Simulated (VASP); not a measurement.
Wanted: the native input for a VASP 6.6.1 run.

* Task: single point
* Functional: LDA
* Potentials or basis: VASP PAW PBE potentials, release 64 (Lu)
* Cutoff: 520 eV
* k mesh: 16 × 16 × 10
* Occupations: fermi-dirac, width 0.08 eV
* Spin: no spin polarisation
* Dipole correction: no
* Further INCAR settings: ALGO = Normal; EDIFF = 1e-07; NBANDS = 32

The structure of Lu lies in POSCAR:

```
Lu
1.0
    3.3613333123      0.0000000000      0.0000000000
   -1.6806666562      2.9110000391      0.0000000000
    0.0000000000      0.0000000000      5.2230771450
Lu
2
Direct
    0.3333333333      0.6666666667      0.2500000000
    0.6666666667      0.3333333333      0.7500000000
```

The input as run:

INCAR

```
SYSTEM = Lu
ALGO = Normal ; EDIFF = 1E-7
ENCUT = 520 ; GGA = CA
ISIF = 2 ; ISMEAR = -1
LASPH = .True. ; LCHARG = .True.
LELF = .True. ; LREAL = .False.
LVHAR = .True. ; LWAVE = .False.
NBANDS = 32 ; NELM = 60
PREC = Accurate ; SIGMA = 0.08
```

KPOINTS

```
k-points
0
Gamma
  16 16 10
  0 0 0
```

Potentials or basis: VASP PAW PBE potentials, release 64 (Lu).

Launch:

```bash
$ cat potpaw_PBE.64/Lu/POTCAR > POTCAR
$ mpirun -np 1 vasp_std > vasp.out
```

It gave:

* Pressure: 1.2 GPa
* Band gap on the k mesh: zero (bands 25 and 26 overlap by 1.94 eV)

Caveat: the PAW data sets were made with another functional, which shifts forces and pressure a little; spin-orbit coupling is left out, which moves the levels of the heavy elements.

Wall time 3.2 min on 1 thread of AMD EPYC 9R45 96-Core Processor (Zen 5) (shared host), peak memory 0.31 GiB.
